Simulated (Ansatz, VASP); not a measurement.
**Au: VASP beside Ansatz**

INCAR

```
SYSTEM = Au
PREC = Accurate
ENCUT = 600
EDIFF = 1E-6
ISMEAR = -1
SIGMA = 0.1
LREAL = .False.
LASPH = .True.
NELM = 60
ALGO = Normal
ISIF = 3
LWAVE = .False.
LCHARG = .False.
GGA = B5
ALDAX = 1.0
AGGAX = 1.0
AGGAC = 1.0
ALDAC = 0.0
IBRION = 2
NSW = 80
EDIFFG = -0.01
```

Contents of KPOINTS:

```
regular mesh
0
Gamma
  13 13 7
  0 0 0
```

The input POSCAR:

```
Au
1.0
    2.8837471341      0.0000000000      0.0000000000
   -1.4418735670      2.4973982762      0.0000000000
    0.0000000000      0.0000000000      4.7091590700
Au
2
Direct
    0.3333333333      0.6666666667      0.2500000000
    0.6666666667      0.3333333333      0.7500000000
```

Input for Ansatz:

```yaml
crystal:
  lattice:
    - [2.8837471341, 0.0, 0.0]
    - [-1.441873567, 2.4973982762, 0.0]
    - [0.0, 0.0, 4.70915907]
  atoms:
    - { symbol: Au, position: [0.3333333333, 0.6666666667, 0.25] }
    - { symbol: Au, position: [0.6666666667, 0.3333333333, 0.75] }
hamiltonian:
  xc: blyp
  pseudopotentials:
    kind: paw
    azcp:
      Au: "pseudopotentials/Au.paw.azcp"
basis:
  ecutwfc: 420
  fft_grid_basis: typed
kpoints:
  mp_grid: { grid: [13, 13, 7], shift: [0, 0, 0] }
magnetization:
  spin_polarized: false
scf:
  occupations: { method: fermi_dirac, width: 0.1 }
relax:
  max_steps: 60
  f_tol: 0.01
  cell: {}
```

Alike in both runs: task relaxation of cell and atoms; functional BLYP; k mesh 13 × 13 × 7; occupations fermi-dirac, width 0.1 eV; no spin polarisation.

|  | VASP | Ansatz |
| --- | --- | --- |
| version | VASP 6.6.1 | Ansatz 0.2.0 |
| potentials or method | VASP PAW PBE potentials, release 64 (Au), cutoff 600 eV | plane waves (420 eV) with PAW, scalar-relativistic |
| valence electrons in the cell | 22 | 38 |

Ansatz gave:

| Quantity | Value |
| --- | --- |
| relaxed volume (Å³/atom) | 19.49 |
| relaxed cell length with the largest relative difference (Å) | 2.980 |

Estimate VASP's values.

relaxed volume (Å³/atom): 19.57; relaxed cell length with the largest relative difference (Å): 2.985.

VASP's potentials were made for PBE, not for BLYP. VASP's potentials hold 22 valence electrons a cell and Ansatz's 38, so a difference there can come from the potentials and not from the codes.

Spin-orbit coupling is off throughout. Noted on VASP's run: the volume moved by over 15 % at a fixed basis, so the end points are rough.
